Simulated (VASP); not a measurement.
Runs of VASP 6.6.1 on HfN. The structure is that of space group Fm-3m (No. 225), or close to it. The cells are those of the table. 

```tsv
task	cell	cutoff (eV)	gap on the mesh (eV)	pressure (GPa)
relaxation of cell and atoms	relaxed to 4 GPa from a = 3.216 Å, angles 60.0°, 2 atoms	600	none	4.0
single point	a = 3.201 Å, angles 60.0°, 2 atoms	520	none	(a)
single point	a = 3.146 Å, angles 60.0°, 2 atoms	600	none	17.4
relaxation of cell and atoms	relaxed to 20 GPa from a = 3.216 Å, angles 60.0°, 2 atoms	600	none	20.0
```

Alike in all rows: level PBE; potentials or basis VASP PAW PBE potentials, release 64 (Hf_pv, N); no spin polarisation; k mesh 16 × 16 × 16; smearing fermi-dirac 0.15 eV.

**Question.** Fill in the values left out.

**Answer.** (a) 1.6.

Caveats: spin-orbit coupling is left out, which moves the levels of the heavy elements; an odd number of electrons without spin polarisation forces a metal; a magnetic or distorted state may lie lower; the cell is relaxed towards a set pressure, so the run minimises the enthalpy, not the energy (at least some runs); the cell stands under pressure (at least some runs).

A k mesh can miss the band edges, and the runs leave out spin-orbit coupling on Hf.

A gap of «none» marks levels without a gap at the run's occupations.
